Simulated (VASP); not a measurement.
A run of VASP 6.6.1 is set up as follows.

The input INCAR:

```
SYSTEM = I
ALGO = Normal
EDIFF = 1E-7
EDIFFG = -0.03
ENCUT = 600
GGA = PS
IBRION = 2
ISIF = 3
ISMEAR = -1
LASPH = .TRUE.
LCHARG = .FALSE.
LREAL = .FALSE.
LWAVE = .FALSE.
NELM = 60
NSW = 80
PREC = Accurate
SIGMA = 0.05
```

Contents of KPOINTS:

```
k-points
0
G
  5 5 5
  0 0 0
```

POSCAR

```
I
1.0
    0.0000000000      3.8284200207      3.8284200207
    3.8284200207      0.0000000000      3.8284200207
    3.8284200207      3.8284200207      0.0000000000
I
2
Direct
    1.0000000000      1.0000000000      1.0000000000
    0.2500000000      0.2500000000      0.2500000000
```

Potentials or basis: VASP PAW PBE potentials, release 64 (I).

Command:

```sh
$ cat potpaw_PBE.64/I/POTCAR > POTCAR
$ mpirun -np 1 vasp_std > vasp.out
```

(1) Predict the band gap on the k mesh.

## Answers

(1) zero (band 7 reaches 1.14 eV, above the bottom of band 8 at -0.12 eV).

Caveat: the relaxation stopped at its first step, so nothing moved; spin-orbit coupling is left out, which moves the levels of the heavy elements.
